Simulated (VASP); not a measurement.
A run of VASP 6.6.1:

Contents of INCAR:

```
SYSTEM = Cs
PREC = Accurate ; ENCUT = 520
EDIFF = 1E-6 ; ISMEAR = -1
SIGMA = 0.05 ; LREAL = .FALSE.
LASPH = .TRUE. ; NELM = 80
ALGO = Fast ; ISIF = 2
LWAVE = .FALSE. ; LCHARG = .TRUE.
GGA = PS ; LELF = .TRUE.
LVHAR = .TRUE. ; NBANDS = 10
```

File KPOINTS:

```
regular mesh
0
G
  6 6 6
  0 0 0
```

File POSCAR:

```
Cs
1.0
    0.0000000000      4.0257737477      4.0257737477
    4.0257737477      0.0000000000      4.0257737477
    4.0257737477      4.0257737477      0.0000000000
Cs
1
Direct
    0.0000000000      0.0000000000      0.0000000000
```

Potentials or basis: VASP PAW PBE potentials, release 64 (Cs_sv).

Run with:

```bash
$ cat potpaw_PBE.64/Cs_sv/POTCAR > POTCAR
$ mpirun -np 1 vasp_std > vasp.out
```

Hardware: 1 thread of Intel(R) Xeon(R) 6975P-C (Granite Rapids), with other jobs on the host.

How long does it take, and how much memory?

Run time: 10 s on 1 thread of Intel(R) Xeon(R) 6975P-C (Granite Rapids) (shared host), peak memory 0.25 GiB. Counts: scf iterations 11, k points 16.
